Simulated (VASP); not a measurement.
# WS2 (P6_3/mmc) in VASP: notebook, part 2 of 2

VASP 6.6.1. The steps go on from the part before.

## 3. Single point, PBEsol (in-plane strain -0.02)

The input, INCAR:

```
PREC = Accurate
ENCUT = 500
EDIFF = 1E-6
ISMEAR = 0
SIGMA = 0.01
LREAL = False
LASPH = True
NELM = 120
ALGO = Normal
ISIF = 2
LWAVE = False
LCHARG = False
GGA = PS
NBANDS = 35
GGA_COMPAT = False
```

The input, KPOINTS:

```
regular mesh
0
Gamma
  8 8 2
```

The input, POSCAR:

```
WS2
1.0
    3.0832467579      0.0000000000      0.0000000000
   -1.5416233789      2.6701700185      0.0000000000
    0.0000000000      0.0000000000     12.8457950971
W S
2 4
Direct
    0.3333333333      0.6666666667      0.2500000000
    0.6666666667      0.3333333333      0.7500000000
    0.3333333333      0.6666666667      0.6265002607
    0.6666666667      0.3333333333      0.1265002607
    0.3333333333      0.6666666667      0.8734997393
    0.6666666667      0.3333333333      0.3734997393
```

Potentials or basis: VASP PAW PBE potentials, release 64 (W_sv, S).

The run is started by

```bash
cat potpaw_PBE.64/W_sv/POTCAR potpaw_PBE.64/S/POTCAR > POTCAR
mpirun -np 1 vasp_std > vasp.out
```

OUTCAR:

```text
PREC = Accurate
   ENCUT = 500
   EDIFF = 1E-6
   ISMEAR = 0
   LREAL = False
   LASPH = True
   NELM = 120
   ISIF = 2
   GGA = PS

 ion  position               nearest neighbor table
   1  0.333  0.667  0.250-   4 2.38   6 2.38   4 2.38   6 2.38   4 2.38   6 2.38
   2  0.667  0.333  0.750-   3 2.38   5 2.38   3 2.38   5 2.38   3 2.38   5 2.38
   3  0.333  0.667  0.627-   2 2.38   2 2.38   2 2.38
   4  0.667  0.333  0.127-   1 2.38   1 2.38   1 2.38
   5  0.333  0.667  0.873-   2 2.38   2 2.38   2 2.38
   6  0.667  0.333  0.373-   1 2.38   1 2.38   1 2.38

  LATTYP: Found a hexagonal cell.
 ALAT       =     3.0832467579
 C/A-ratio  =     4.1663207994

  Lattice vectors:

 A1 = (   3.0832467579,   0.0000000000,   0.0000000000)
 A2 = (  -1.5416233789,   2.6701700185,   0.0000000000)
 A3 = (   0.0000000000,   0.0000000000,  12.8457950971)

Analysis of symmetry for initial positions (statically):
=====================================================================
 Subroutine PRICEL returns:
 Original cell was already a primitive cell.

 Routine SETGRP: Setting up the symmetry group for a
 hexagonal supercell.

 Subroutine GETGRP returns: Found 24 space group operations
 (whereof 12 operations were pure point group operations)
 out of a pool of 24 trial point group operations.

The static configuration has the point symmetry D_3d.
 The point group associated with its full space group is D_6h.

Analysis of symmetry for dynamics (positions and initial velocities):
=====================================================================
 Subroutine PRICEL returns:
 Original cell was already a primitive cell.

 Routine SETGRP: Setting up the symmetry group for a
 hexagonal supercell.

 Subroutine GETGRP returns: Found 24 space group operations
 (whereof 12 operations were pure point group operations)
 out of a pool of 24 trial point group operations.

The dynamic configuration has the point symmetry D_3d.
 The point group associated with its full space group is D_6h.

 Subroutine INISYM returns: Found 24 space group operations
 (whereof 12 operations are pure point group operations),
 and found     1 'primitive' translations

----------------------------------------------------------------------------------------

                                     Primitive cell

  volume of cell :     105.7568

  direct lattice vectors                    reciprocal lattice vectors
     3.083246758  0.000000000  0.000000000     0.324333431  0.187253994  0.000000000
    -1.541623379  2.670170018  0.000000000     0.000000000  0.374507988  0.000000000
     0.000000000  0.000000000 12.845795097     0.000000000  0.000000000  0.077846485

  length of vectors
     3.083246758  3.083246758 12.845795097     0.374507988  0.374507988  0.077846485

  position of ions in fractional coordinates (direct lattice)
     0.333333333  0.666666667  0.250000000
     0.666666667  0.333333333  0.750000000
     0.333333333  0.666666667  0.626500261
     0.666666667  0.333333333  0.126500261
     0.333333333  0.666666667  0.873499739
     0.666666667  0.333333333  0.373499739

  ion indices of the primitive-cell ions
   primitive index   ion index
                 1           1
                 2           2
                 3           3
                 4           4
                 5           5
                 6           6

[... 31 lines left out ...]
  0.375000  0.000000  0.000000      6.000000
  0.500000  0.000000  0.000000      3.000000
  0.125000  0.125000  0.000000      6.000000
[... 12 lines left out ...]
  0.250000  0.250000  0.500000      6.000000
  0.375000  0.250000  0.500000      6.000000
   k-points           NKPTS =     20   k-points in BZ     NKDIM =     20   number of bands    NBANDS=     35
   number of dos      NEDOS =    301   number of ions     NIONS =      6
   total plane-waves  NPLWV =  55296
   dimension x,y,z NGX =    24 NGY =   24 NGZ =   96
   dimension x,y,z NGXF=    48 NGYF=   48 NGZF=  192
   ions per type =               2   4
   NGX,Y,Z   is equivalent  to a cutoff of  12.94, 12.94, 12.42 a.u.
   NGXF,Y,Z  is equivalent  to a cutoff of  25.88, 25.88, 24.85 a.u.
 SYSTEM =  unknown system
   PREC   = accura    normal or accurate (medium, high low for compatibility)
   ISTART =      0    job   : 0-new  1-cont  2-samecut
   ICHARG =      2    charge: 1-file 2-atom 10-const
   ISPIN  =      1    spin polarized calculation?
   LNONCOLLINEAR =      F non collinear calculations
   LSORBIT =      F    spin-orbit coupling
   LASPH  =      T    aspherical Exc in radial PAW
   ENCUT  =  500.0 eV  36.75 Ry    6.06 a.u.   5.62  5.62 23.42*2*pi/ulx,y,z
   NELM   =    120;   NELMIN=  2; NELMDL= -5     # of ELM steps
   EDIFF  = 0.1E-05   stopping-criterion for ELM
   LREAL  =      F    real-space projection
   EDIFFG = 0.1E-04   stopping-criterion for IOM
   NSW    =      0    number of steps for IOM
   IBRION =     -1    ionic relax: 0-MD 1-quasi-New 2-CG
   NFREE  =      0    steps in history (QN), initial steepest desc. (CG)
   ISIF   =      2    stress and relaxation
   ISYM   =      2    0-nonsym 1-usesym 2-fastsym
   POTIM  = 0.5000    time-step for ionic-motion
   TEBEG  =    0.0;   TEEND  =   0.0 temperature during run
   PSTRESS=    0.0 pullay stress
   NELECT =      52.0000    total number of electrons
   NUPDOWN=      -1.0000    fix difference up-down
   EMIN   =  10.00;   EMAX   =-10.00  energy-range for DOS
   EFERMI =   0.00;   METHOD = LEGACY
   ISMEAR =     0;   SIGMA  =   0.01  broadening in eV -4-tet -1-fermi 0-gaus
   EFERMI_NEDOS =   21; number of points for ismear=-14 and -15
   IALGO  =     38    algorithm
   IMIX   =      4    mixing-type and parameters
     AMIX     =   0.40;   BMIX     =  1.00
     AMIX_MAG =   1.60;   BMIX_MAG =  1.00
  volume/ion in A,a.u.               =      17.63       118.95
  Fermi-wavevector in a.u.,A,eV,Ry     =   1.292131  2.441774 22.716322  1.669603
  Thomas-Fermi vector in A             =   2.423858
   LORBIT       =      0    0 simple, 1 ext, 2 COOP (PROOUT), +10 PAW based schemes
   GGA     = PS    functional components
   LHFCALC =     F    Hartree Fock is set to
   AEXX    =    0.0000 exact exchange contribution
   IVDW    =     0    specifies the selected vdW correction
   LEPSILON=     F    determine dielectric tensor
   LRPA    =     F    only Hartree local field effects (RPA)
 non-spin polarized calculation
 Gauss-broadening in eV      SIGMA  =   0.01
  energy-cutoff  :      500.00
  volume of cell :      105.76
 maximum number of plane-waves:      2707
 NGX is ok and might be reduce to    24
   NGX = 11   NGY = 11   NGZ = 47

 number of electron      51.9999996 magnetization

 Free energy of the ion-electron system (eV)
  ---------------------------------------------------
  ext. energy  EPLUGINS =         0.00000000
  ---------------------------------------------------
  free energy    TOTEN  =       -50.46580510 eV

  energy without entropy =      -50.46580510  energy(sigma->0) =      -50.46580510

 E-fermi :   7.3025     XC(G=0): -11.0737

 val. band max:        7.0795285441   @ k =   0.0000   0.0000   0.0000
 cond. band min:       8.4806233996   @ k =   0.2500   0.1250   0.0000
 fundamental gap:      1.4010948555
 Fermi energy:         7.3024741683

 k-point     1 :       0.0000    0.0000    0.0000
  band No.  band energies     occupation
      1     -67.0318      2.00000
      2     -67.0318      2.00000
      3     -31.3654      2.00000
      4     -31.3654      2.00000
      5     -31.0904      2.00000
      6     -31.0904      2.00000
[... 749 lines left out ...]
     34      12.4104      0.00000
     35      13.3971      0.00000

------------------------ aborting loop because EDIFF is reached ----------------------------------------

  FORCE on cell =-STRESS in cart. coord.  units (eV):
  Direction    XX          YY          ZZ          XY          YZ          ZX
  --------------------------------------------------------------------------------------
  -------------------------------------------------------------------------------------
  Total        4.4545657      4.4545657      0.6885787      0.0000000     -0.0000000      0.0000000
  in kB       67.4850788     67.4850788     10.4317209      0.0000000     -0.0000000      0.0000000
  external PRESSURE =      48.4672929 kB  Pullay stress =       0.0000000 kB

 VOLUME and BASIS-vectors are now :
 -----------------------------------------------------------------------------
  energy-cutoff  :      500.00
  volume of cell :      105.76
      direct lattice vectors                 reciprocal lattice vectors
     3.083246758  0.000000000  0.000000000     0.324333431  0.187253994  0.000000000
    -1.541623379  2.670170018  0.000000000     0.000000000  0.374507988  0.000000000
     0.000000000  0.000000000 12.845795097     0.000000000  0.000000000  0.077846485

 POSITION                                       TOTAL-FORCE (eV/Angst)
 -----------------------------------------------------------------------------------
     -0.00000      1.78011      3.21145         0.000000      0.000000      0.000000
      1.54162      0.89006      9.63435        -0.000000     -0.000000      0.000000
     -0.00000      1.78011      8.04789        -0.000000     -0.000000     -0.123417
      1.54162      0.89006      1.62500        -0.000000     -0.000000     -0.123417
     -0.00000      1.78011     11.22080         0.000000      0.000000      0.123417
      1.54162      0.89006      4.79790         0.000000     -0.000000      0.123417
 -----------------------------------------------------------------------------------
    total drift:                                0.000000     -0.000000      0.000000

  FREE ENERGIE OF THE ION-ELECTRON SYSTEM (eV)
  ---------------------------------------------------
  free  energy   TOTEN  =       -50.4658050956 eV

  energy  without entropy=      -50.4658050956  energy(sigma->0) =      -50.46580510
```

Wall time 86 s (1 thread of Intel Xeon Platinum 8488C (Sapphire Rapids), shared host); peak memory 0.24 GiB.

What came out:

- Free energy: -50.4658 eV
- Pressure: 4.8 GPa
- Largest force: 0.123 eV/Å
- Band gap on the k mesh: 1.40 eV (least direct gap 2.45 eV)

Forces in eV/Å, atoms in the order of the input:
```
W    0.000  0.000  0.000
W    0.000  0.000  0.000
S    0.000  0.000 -0.123
S    0.000  0.000 -0.123
S    0.000  0.000  0.123
S    0.000  0.000  0.123
```

Caveat: the cell differs from its parent crystal (in-plane strain -0.02); the stress differs along the axes, from 1 to 7 GPa; the PAW data sets were made with another functional, which shifts forces and pressure a little; spin-orbit coupling is left out, which moves the levels of the heavy elements; this functional lacks dispersion, which binds layers or chains, so the pressure and a relaxed spacing across them are unreliable. A k mesh can miss the band edges.

## 4. Single point, PBEsol (film at in-plane strain -0.02)

The input, INCAR:

```
PREC = Accurate
ENCUT = 500
EDIFF = 1E-6
ISMEAR = 0
SIGMA = 0.01
LREAL = F
LASPH = T
NELM = 120
ALGO = Normal
ISIF = 2
LWAVE = F
LCHARG = F
GGA = PS
NBANDS = 35
GGA_COMPAT = F
```

The input, KPOINTS:

```
Automatic mesh
0
Gamma
  8 8 2
```

The input, POSCAR:

```
WS2
1.0
    3.0832467579      0.0000000000      0.0000000000
   -1.5416233789      2.6701700185      0.0000000000
    0.0000000000      0.0000000000     12.8130760810
W S
2 4
Direct
    0.3333333333      0.6666666667      0.2500000000
    0.6666666667      0.3333333333      0.7500000000
    0.3333333333      0.6666666667      0.6258066254
    0.6666666667      0.3333333333      0.1258066254
    0.3333333333      0.6666666667      0.8741933746
    0.6666666667      0.3333333333      0.3741933746
```

The run is started by

```bash
cat potpaw_PBE.64/W_sv/POTCAR potpaw_PBE.64/S/POTCAR > POTCAR
mpirun -np 1 vasp_std > vasp.out
```

Wall time 83 s (1 thread of Intel Xeon Platinum 8488C (Sapphire Rapids), shared host); peak memory 0.25 GiB.

The run converged. Its results:

- Free energy: -50.4673 eV
- Pressure: 4.3 GPa
- Largest force: 0.021 eV/Å
- Band gap on the k mesh: 1.38 eV (least direct gap 2.43 eV)

Forces in eV/Å, atoms in the order of the input:
```
W    0.000  0.000  0.000
W    0.000  0.000  0.000
S    0.000  0.000 -0.021
S    0.000  0.000 -0.021
S    0.000  0.000  0.021
S    0.000  0.000  0.021
```

Stress tensor (GPa, compression positive):
```
6.41 0.00 0.00
0.00 6.41 0.00
0.00 0.00 0.12
```

Levels at points of the mesh, in eV from the valence-band top:
```csv
k point,band 24,band 25,band 26,band 27,band 28,band 29
"(0.00, 0.00, 0.00)",-1.64,-1.21,0.00,2.86,2.86,2.87
"(0.50, 0.00, 0.00)",-1.36,-1.30,-1.23,3.03,3.03,3.06
"(0.00, 0.00, 0.50)",-1.66,-0.36,-0.36,2.86,2.86,2.86
"(0.50, 0.00, 0.50)",-1.34,-1.29,-1.29,3.04,3.04,3.25
```

Caveat: the cell differs from its parent crystal (film at in-plane strain -0.02); the stress differs along the axes, from 0 to 6 GPa; the PAW data sets were made with another functional, which shifts forces and pressure a little; spin-orbit coupling is left out, which moves the levels of the heavy elements; this functional lacks dispersion, which binds layers or chains, so the pressure and a relaxed spacing across them are unreliable. A k mesh can miss the band edges.

## 5. Single point, PBEsol (in-plane strain -0.01, then relaxed in part)

The input, INCAR:

```
SYSTEM = WS2
ALGO = Normal
EDIFF = 1E-6
ENCUT = 500
GGA = PS
GGA_COMPAT = .FALSE.
ISIF = 2
ISMEAR = 0
LASPH = .TRUE.
LCHARG = .FALSE.
LREAL = .FALSE.
LWAVE = .FALSE.
NBANDS = 35
NELM = 120
PREC = Accurate
SIGMA = 0.01
```

The input, KPOINTS:

```
k-points
0
G
  8 8 2
  0 0 0
```

The input, POSCAR:

```
WS2
1.0
    3.1147084595      0.0000000000      0.0000000000
   -1.5573542297      2.6974166513      0.0000000000
    0.0000000000      0.0000000000     12.7545928598
W S
2 4
Direct
    0.3333333333      0.6666666667      0.2500000000
    0.6666666667      0.3333333333      0.7500000000
    0.3333333333      0.6666666667      0.6261785138
    0.6666666667      0.3333333333      0.1261785138
    0.3333333333      0.6666666667      0.8738214862
    0.6666666667      0.3333333333      0.3738214862
```

The run is started by

```bash
cat potpaw_PBE.64/W_sv/POTCAR potpaw_PBE.64/S/POTCAR > POTCAR
mpirun -np 1 vasp_std > vasp.out
```

It took 81 s on 1 thread of Intel Xeon Platinum 8488C (Sapphire Rapids), shared host; peak memory 0.24 GiB.

The run converged. Its results:

| Item | Value |
| --- | --- |
| Free energy | -50.5314 eV |
| Pressure | 2.1 GPa |
| Largest force | 0.021 eV/Å |
| Band gap on the k mesh | 1.32 eV (least direct gap 2.44 eV) |

Forces in eV/Å, atoms in the order of the input:
```
W    0.000  0.000  0.000
W    0.000  0.000  0.000
S    0.000  0.000 -0.021
S    0.000  0.000 -0.021
S    0.000  0.000  0.021
S    0.000  0.000  0.021
```

Stress tensor (GPa, compression positive):
```
3.14 0.00 0.00
0.00 3.14 0.00
0.00 0.00 0.14
```

Levels at points of the mesh, in eV from the valence-band top:
```csv
k point,band 22,band 23,band 24,band 25,band 26,band 27,band 28,band 29,band 30,band 31
"(0.00, 0.00, 0.00)",-1.87,-1.87,-1.66,-1.17,0.00,2.66,2.66,2.66,2.66,2.73
"(0.50, 0.00, 0.00)",-2.66,-1.58,-1.48,-1.44,-1.38,2.74,2.77,2.90,3.24,3.37
"(0.00, 0.00, 0.50)",-1.88,-1.88,-1.88,-0.34,-0.34,2.65,2.65,2.65,2.65,2.80
"(0.50, 0.00, 0.50)",-2.74,-1.51,-1.51,-1.42,-1.42,2.75,2.75,3.09,3.09,3.65
```

Caveat: the cell differs from its parent crystal (in-plane strain -0.01, then relaxed in part); the PAW data sets were made with another functional, which shifts forces and pressure a little; spin-orbit coupling is left out, which moves the levels of the heavy elements; this functional lacks dispersion, which binds layers or chains, so the pressure and a relaxed spacing across them are unreliable.

## 6. The runs side by side

| cell | gap on the mesh (eV) | pressure (GPa) | largest force (eV/Å) |
| --- | --- | --- | --- |
| a = 3.083, b = 3.083, c = 12.813 Å, angles 90.0, 90.0, 120.0°, 6 atoms, film at in-plane strain -0.02 | 1.38 | 4.3 | 0.02 |
| a = 3.083, b = 3.083, c = 12.846 Å, angles 90.0, 90.0, 120.0°, 6 atoms, in-plane strain -0.02 | 1.40 | 4.8 | 0.12 |
| a = 3.115, b = 3.115, c = 12.755 Å, angles 90.0, 90.0, 120.0°, 6 atoms, in-plane strain -0.01, then relaxed in part | 1.32 | 2.1 | 0.02 |

Alike in all rows: task single point; level PBEsol; potentials or basis VASP PAW PBE potentials, release 64 (W_sv, S); no spin polarisation; k mesh 8 × 8 × 2; cutoff (eV) 500; smearing gaussian 0.01 eV.

Caveats: the PAW data sets were made with another functional, which shifts forces and pressure a little; spin-orbit coupling is left out, which moves the levels of the heavy elements; this functional lacks dispersion, which binds layers or chains, so the pressure and a relaxed spacing across them are unreliable; the stress differs along the axes, from 0 to 6 GPa (at least some runs); the stress differs along the axes, from 1 to 7 GPa (at least some runs).

Total energies depend on the potentials used, so only differences within one code and one set of settings carry meaning.
